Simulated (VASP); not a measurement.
Input of a VASP 6.6.1 run:

INCAR

```
PREC     = Accurate       # precision mode
ENCUT    = 520            # plane-wave cutoff, eV
EDIFF    = 1E-6           # SCF threshold, eV
ISMEAR   = -1             # smearing method
SIGMA    = 0.05           # smearing width, eV
LREAL    = False          # projectors in reciprocal space
LASPH    = True           # aspherical terms in the spheres
NELM     = 60             # most SCF steps
ALGO     = Normal         # electronic algorithm
ISIF     = 2              # what is computed and relaxed
LWAVE    = False          # write WAVECAR
LCHARG   = False          # write CHGCAR
GGA      = PS             # functional
NBANDS   = 14             # bands
```

The input KPOINTS:

```
Automatic mesh
0
Gamma
  5 5 5
```

File POSCAR:

```
HfN
1.0
    0.0000000000      2.4548220000      2.4548220000
    2.4548220000      0.0000000000      2.4548220000
    2.4548220000      2.4548220000      0.0000000000
Hf N
1 1
Direct
    0.0000000000      0.0000000000      0.0000000000
    0.2500000000      0.2500000000      0.2500000000
```

Potentials or basis: VASP PAW PBE potentials, release 64 (Hf_pv, N).

The run is started by

```bash
$ cat potpaw_PBE.64/Hf_pv/POTCAR potpaw_PBE.64/N/POTCAR > POTCAR
$ mpirun -np 1 vasp_std > vasp.out
```

(1) What does it give for the band gap on the k mesh?

(2) Predict the pressure.

Answers

(1) zero (an odd number of electrons rules out a gap without spin polarisation).

(2) -5.5 GPa.

Caveat: the k points lie up to 0.44 Å⁻¹ apart, too coarse for converged energies and pressures of a metal; the PAW data sets were made with another functional, which shifts forces and pressure a little; spin-orbit coupling is left out, which moves the levels of the heavy elements; an odd number of electrons without spin polarisation forces a metal; a magnetic or distorted state may lie lower.
